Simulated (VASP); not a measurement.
# ZnO (P6_3/mmc) in VASP: further runs

Runs on ZnO. Level: PBEsol. Tasks: single point.

Everything below comes from runs of VASP 6.6.1. Logs are shortened: lines on timing, memory, paths and dates and some standing lists are left out, and cuts for length are marked.

## 1. The cell of the first run

The structure is hexagonal, space group P6_3/mmc (No. 194). The conventional cell has a = 3.288 Å, b = 3.288 Å, c = 7.130 Å, α = 90.00°, β = 90.00°, γ = 120.00°. Zn (site symmetry -6m2) has 3 O at 1.90 Å within 2.5 Å. Within 2.5 Å of O (site symmetry -6m2) lie 3 Zn at 1.90 Å.

## 2. Single point, PBEsol

INCAR

```
PREC     = Accurate       # precision mode
ENCUT    = 520            # plane-wave cutoff, eV
EDIFF    = 1E-7           # SCF threshold, eV
ISMEAR   = 0              # smearing method
SIGMA    = 0.05           # smearing width, eV
LREAL    = F              # projectors in reciprocal space
LASPH    = T              # aspherical terms in the spheres
NELM     = 60             # most SCF steps
ALGO     = Normal         # electronic algorithm
ISIF     = 2              # what is computed and relaxed
LWAVE    = F              # write WAVECAR
LCHARG   = F              # write CHGCAR
GGA      = PS             # functional
NBANDS   = 26             # bands
```

KPOINTS

```
Automatic mesh
0
Gamma
  9 9 4
```

POSCAR

```
ZnO
1.0
    3.2879671587      0.0000000000      0.0000000000
   -1.6439835793      2.8474630862      0.0000000000
    0.0000000000      0.0000000000      7.1304413500
Zn O
2 2
Direct
    0.0000000000      0.0000000000      0.7500000000
    0.0000000000      0.0000000000      0.2500000000
    0.3333333333      0.6666666667      0.2500000000
    0.6666666667      0.3333333333      0.7500000000
```

Potentials or basis: VASP PAW PBE potentials, release 64 (Zn, O).

Launch:

```sh
$ cat potpaw_PBE.64/Zn/POTCAR potpaw_PBE.64/O/POTCAR > POTCAR
$ mpirun -np 1 vasp_std > vasp.out
```

OUTCAR:

```text
PREC = Accurate
   ENCUT = 520
   EDIFF = 1E-7
   ISMEAR = 0
   LREAL = F
   LASPH = T
   NELM = 60
   ISIF = 2
   GGA = PS

 ion  position               nearest neighbor table
   1  0.000  0.000  0.750-   4 1.90   4 1.90   4 1.90
   2  0.000  0.000  0.250-   3 1.90   3 1.90   3 1.90
   3  0.333  0.667  0.250-   2 1.90   2 1.90   2 1.90
   4  0.667  0.333  0.750-   1 1.90   1 1.90   1 1.90

  LATTYP: Found a hexagonal cell.
 ALAT       =     3.2879671587
 C/A-ratio  =     2.1686473757

  Lattice vectors:

 A1 = (   3.2879671587,   0.0000000000,   0.0000000000)
 A2 = (  -1.6439835793,   2.8474630862,   0.0000000000)
 A3 = (   0.0000000000,   0.0000000000,   7.1304413500)

Analysis of symmetry for initial positions (statically):
=====================================================================
 Subroutine PRICEL returns:
 Original cell was already a primitive cell.

 Routine SETGRP: Setting up the symmetry group for a
 hexagonal supercell.

 Subroutine GETGRP returns: Found 24 space group operations
 (whereof 12 operations were pure point group operations)
 out of a pool of 24 trial point group operations.

The static configuration has the point symmetry D_3d.
 The point group associated with its full space group is D_6h.

Analysis of symmetry for dynamics (positions and initial velocities):
=====================================================================
 Subroutine PRICEL returns:
 Original cell was already a primitive cell.

 Routine SETGRP: Setting up the symmetry group for a
 hexagonal supercell.

 Subroutine GETGRP returns: Found 24 space group operations
 (whereof 12 operations were pure point group operations)
 out of a pool of 24 trial point group operations.

The dynamic configuration has the point symmetry D_3d.
 The point group associated with its full space group is D_6h.

 Subroutine INISYM returns: Found 24 space group operations
 (whereof 12 operations are pure point group operations),
 and found     1 'primitive' translations

----------------------------------------------------------------------------------------

                                     Primitive cell

  volume of cell :      66.7578

  direct lattice vectors                    reciprocal lattice vectors
     3.287967159  0.000000000  0.000000000     0.304139291  0.175594901  0.000000000
    -1.643983579  2.847463086  0.000000000     0.000000000  0.351189803  0.000000000
     0.000000000  0.000000000  7.130441350     0.000000000  0.000000000  0.140243773

  length of vectors
     3.287967159  3.287967159  7.130441350     0.351189803  0.351189803  0.140243773

  position of ions in fractional coordinates (direct lattice)
     0.000000000  0.000000000  0.750000000
     0.000000000  0.000000000  0.250000000
     0.333333333  0.666666667  0.250000000
     0.666666667  0.333333333  0.750000000

  ion indices of the primitive-cell ions
   primitive index   ion index
                 1           1
                 2           2
                 3           3
                 4           4

----------------------------------------------------------------------------------------

 KPOINTS: Automatic mesh

Automatic generation of k-mesh.
 Grid dimensions read from file:
 generate k-points for:    9    9    4

 Generating k-lattice:

  Cartesian coordinates                     Fractional coordinates (reciprocal lattice)
     0.033793255  0.019510545  0.000000000     0.111111111  0.000000000  0.000000000
     0.000000000  0.039021089  0.000000000     0.000000000  0.111111111  0.000000000
     0.000000000  0.000000000  0.035060943     0.000000000  0.000000000  0.250000000

  Length of vectors
     0.039021089  0.039021089  0.035060943

  Shift w.r.t. Gamma in fractional coordinates (k-lattice)
     0.000000000  0.000000000  0.000000000

 Subroutine IBZKPT returns following result:
 ===========================================

 Found     36 irreducible k-points:

 Following reciprocal coordinates:
            Coordinates               Weight
  0.000000  0.000000  0.000000      1.000000
  0.111111  0.000000  0.000000      6.000000
  0.222222  0.000000  0.000000      6.000000
  0.333333  0.000000  0.000000      6.000000
  0.444444  0.000000  0.000000      6.000000
  0.111111  0.111111  0.000000      6.000000
[... 16 lines left out ...]
  0.333333  0.222222  0.250000     24.000000
  0.333333  0.333333  0.250000      4.000000
 [... further k-points ...]
   k-points           NKPTS =     36   k-points in BZ     NKDIM =     36   number of bands    NBANDS=     26
   number of dos      NEDOS =    301   number of ions     NIONS =      4
   total plane-waves  NPLWV =  31104
   dimension x,y,z NGX =    24 NGY =   24 NGZ =   54
   dimension x,y,z NGXF=    48 NGYF=   48 NGZF=  108
   ions per type =               2   2
   NGX,Y,Z   is equivalent  to a cutoff of  12.13, 12.13, 12.59 a.u.
   NGXF,Y,Z  is equivalent  to a cutoff of  24.27, 24.27, 25.18 a.u.
 SYSTEM =  unknown system
   PREC   = accura    normal or accurate (medium, high low for compatibility)
   ISTART =      0    job   : 0-new  1-cont  2-samecut
   ICHARG =      2    charge: 1-file 2-atom 10-const
   ISPIN  =      1    spin polarized calculation?
   LNONCOLLINEAR =      F non collinear calculations
   LSORBIT =      F    spin-orbit coupling
   LASPH  =      T    aspherical Exc in radial PAW
   ENCUT  =  520.0 eV  38.22 Ry    6.18 a.u.   6.11  6.11 13.26*2*pi/ulx,y,z
   NELM   =     60;   NELMIN=  2; NELMDL= -5     # of ELM steps
   EDIFF  = 0.1E-06   stopping-criterion for ELM
   LREAL  =      F    real-space projection
   EDIFFG = 0.1E-05   stopping-criterion for IOM
   NSW    =      0    number of steps for IOM
   IBRION =     -1    ionic relax: 0-MD 1-quasi-New 2-CG
   NFREE  =      0    steps in history (QN), initial steepest desc. (CG)
   ISIF   =      2    stress and relaxation
   ISYM   =      2    0-nonsym 1-usesym 2-fastsym
   POTIM  = 0.5000    time-step for ionic-motion
   TEBEG  =    0.0;   TEEND  =   0.0 temperature during run
   PSTRESS=    0.0 pullay stress
   NELECT =      36.0000    total number of electrons
   NUPDOWN=      -1.0000    fix difference up-down
   EMIN   =  10.00;   EMAX   =-10.00  energy-range for DOS
   EFERMI =   0.00;   METHOD = LEGACY
   ISMEAR =     0;   SIGMA  =   0.05  broadening in eV -4-tet -1-fermi 0-gaus
   EFERMI_NEDOS =   21; number of points for ismear=-14 and -15
   IALGO  =     38    algorithm
   IMIX   =      4    mixing-type and parameters
     AMIX     =   0.40;   BMIX     =  1.00
     AMIX_MAG =   1.60;   BMIX_MAG =  1.00
  volume/ion in A,a.u.               =      16.69       112.63
  Fermi-wavevector in a.u.,A,eV,Ry     =   1.332524  2.518105 24.158775  1.775620
  Thomas-Fermi vector in A             =   2.461452
   LORBIT       =      0    0 simple, 1 ext, 2 COOP (PROOUT), +10 PAW based schemes
   GGA     = PS    functional components
   LHFCALC =     F    Hartree Fock is set to
   AEXX    =    0.0000 exact exchange contribution
   IVDW    =     0    specifies the selected vdW correction
   LEPSILON=     F    determine dielectric tensor
   LRPA    =     F    only Hartree local field effects (RPA)
 non-spin polarized calculation
 Gauss-broadening in eV      SIGMA  =   0.05
  energy-cutoff  :      520.00
  volume of cell :       66.76
 maximum number of plane-waves:      1824
   NGX = 13   NGY = 13   NGZ = 27

 number of electron      36.0000026 magnetization

 Free energy of the ion-electron system (eV)
  ---------------------------------------------------
  ext. energy  EPLUGINS =         0.00000000
  ---------------------------------------------------
  free energy    TOTEN  =       -18.26954777 eV

  energy without entropy =      -18.26954777  energy(sigma->0) =      -18.26954777

 E-fermi :  -0.6826     XC(G=0):  -9.1734

 val. band max:       -0.9109692834   @ k =   0.0000   0.0000   0.0000
 cond. band min:      -0.1590936569   @ k =   0.0000   0.0000   0.0000
 fundamental gap:      0.7518756264
 Fermi energy:        -0.6825898124

 k-point     1 :       0.0000    0.0000    0.0000
  band No.  band energies     occupation
      1     -18.3079      2.00000
      2     -18.2248      2.00000
      3      -7.0386      2.00000
      4      -7.0386      2.00000
      5      -7.0238      2.00000
      6      -7.0238      2.00000
[... 18 lines left out ...]
     25      11.8026      0.00000
     26      12.5920      0.00000

 k-point     2 :       0.1111    0.0000    0.0000
  band No.  band energies     occupation
      1     -18.2505      2.00000
      2     -18.1722      2.00000
      3      -7.0622      2.00000
      4      -7.0504      2.00000
      5      -6.9570      2.00000
      6      -6.9421      2.00000
[... 18 lines left out ...]
     25      11.6637      0.00000
     26      12.0307      0.00000

 k-point     3 :       0.2222    0.0000    0.0000
  band No.  band energies     occupation
      1     -18.1018      2.00000
      2     -18.0370      2.00000
      3      -7.0818      2.00000
      4      -7.0766      2.00000
      5      -6.7293      2.00000
      6      -6.7144      2.00000
[... 18 lines left out ...]
     25      11.1193      0.00000
     26      12.5417      0.00000

 k-point     4 :       0.3333    0.0000    0.0000
  band No.  band energies     occupation
      1     -17.9252      2.00000
      2     -17.8807      2.00000
      3      -7.0082      2.00000
      4      -7.0074      2.00000
      5      -6.4185      2.00000
      6      -6.4055      2.00000
[... 18 lines left out ...]
     25      11.0999      0.00000
     26      12.1314      0.00000
[... 496 lines left out ...]
      1     -17.8425      2.00000
      2     -17.8181      2.00000
      3      -6.9055      2.00000
      4      -6.8997      2.00000
      5      -6.2029      2.00000
      6      -6.2014      2.00000
[... 18 lines left out ...]
     25       9.9046      0.00000
     26      11.2040      0.00000

 k-point    23 :       0.3333    0.2222    0.2500
  band No.  band energies     occupation
      1     -17.7512      2.00000
      2     -17.7402      2.00000
      3      -6.7148      2.00000
      4      -6.7086      2.00000
      5      -6.1835      2.00000
      6      -6.1131      2.00000
[... 18 lines left out ...]
     25       9.3543      0.00000
     26      10.0778      0.00000

 k-point    24 :       0.3333    0.3333    0.2500
  band No.  band energies     occupation
      1     -17.7171      2.00000
      2     -17.7171      2.00000
      3      -6.6123      2.00000
      4      -6.6018      2.00000
      5      -6.1493      2.00000
      6      -6.1493      2.00000
[... 18 lines left out ...]
     25       8.7729      0.00000
     26       9.3384      0.00000

 [... further k-points ...]

------------------------ aborting loop because EDIFF is reached ----------------------------------------

  FORCE on cell =-STRESS in cart. coord.  units (eV):
  Direction    XX          YY          ZZ          XY          YZ          ZX
  --------------------------------------------------------------------------------------
  -------------------------------------------------------------------------------------
  Total       -2.2199192     -2.2199192     -0.3655114     -0.0000000      0.0000000      0.0000000
  in kB      -53.2777373    -53.2777373     -8.7722208     -0.0000000      0.0000000      0.0000000
  external PRESSURE =     -38.4425651 kB  Pullay stress =       0.0000000 kB

 VOLUME and BASIS-vectors are now :
 -----------------------------------------------------------------------------
  energy-cutoff  :      520.00
  volume of cell :       66.76
      direct lattice vectors                 reciprocal lattice vectors
     3.287967159  0.000000000  0.000000000     0.304139291  0.175594901  0.000000000
    -1.643983579  2.847463086  0.000000000     0.000000000  0.351189803  0.000000000
     0.000000000  0.000000000  7.130441350     0.000000000  0.000000000  0.140243773

 POSITION                                       TOTAL-FORCE (eV/Angst)
 -----------------------------------------------------------------------------------
      0.00000      0.00000      5.34783         0.000000      0.000000      0.000000
      0.00000      0.00000      1.78261         0.000000     -0.000000     -0.000000
     -0.00000      1.89831      1.78261         0.000000      0.000000     -0.000000
      1.64398      0.94915      5.34783        -0.000000      0.000000      0.000000
 -----------------------------------------------------------------------------------
    total drift:                               -0.000000      0.000000      0.000000

  FREE ENERGIE OF THE ION-ELECTRON SYSTEM (eV)
  ---------------------------------------------------
  free  energy   TOTEN  =       -18.2695477730 eV

  energy  without entropy=      -18.2695477730  energy(sigma->0) =      -18.26954777
```

It took 60 s on 1 thread of Intel Xeon Platinum 8488C (Sapphire Rapids), shared host; peak memory 0.2 GiB.

What came out:

```
Free energy            : -18.2695 eV
Pressure               : -3.8 GPa
Band gap on the k mesh : 0.75 eV, direct
```

Levels at points of the mesh, in eV from the valence-band top:
```
           k point  band 14  band 15  band 16  band 17  band 18  band 19  band 20  band 21  band 22  band 23
(0.00, 0.00, 0.00)    -1.74    -0.01    -0.01     0.00     0.00     0.75     3.29     5.10    10.88    10.95
(0.00, 0.00, 0.50)    -2.56     0.00     0.00     0.00     0.00     1.88     1.88     7.18     7.18    13.06
```

Caveat: the PAW data sets were made with another functional, which shifts forces and pressure a little. A k mesh can miss the band edges.

[end of part 1 of 2]
